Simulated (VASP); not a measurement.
Here is a VASP 6.6.1 calculation.

Contents of INCAR:

```
  PREC = Accurate
  ENCUT = 520
  EDIFF = 1E-6
  ISMEAR = 0
  SIGMA = 0.05
  LREAL = False
  LASPH = True
  NELM = 100
  ALGO = Normal
  ISIF = 2
  LWAVE = False
  LCHARG = True
  GGA = PS
  LELF = True
  LVHAR = True
  NBANDS = 14
```

File KPOINTS:

```
Automatic mesh
0
Gamma
  10 10 10
```

The input POSCAR:

```
NaCl
1.0
    3.4929172200      0.0000000000      0.0000000000
    0.0000000000      3.4929172200      0.0000000000
    0.0000000000      0.0000000000      3.4929172200
Na Cl
1 1
Direct
    0.0000000000      0.0000000000      0.0000000000
    0.5000000000      0.5000000000      0.5000000000
```

Potentials or basis: VASP PAW PBE potentials, release 64 (Na_pv, Cl).

Run with:

```bash
$ cat potpaw_PBE.64/Na_pv/POTCAR potpaw_PBE.64/Cl/POTCAR > POTCAR
$ mpirun -np 1 vasp_std > vasp.out
```

(1) Estimate the pressure.

(2) Estimate the band gap on the k mesh.

Results:

(1) -1.0 GPa.

(2) 3.86 eV, indirect (least direct gap 4.37 eV).

Caveat: the PAW data sets were made with another functional, which shifts forces and pressure a little.
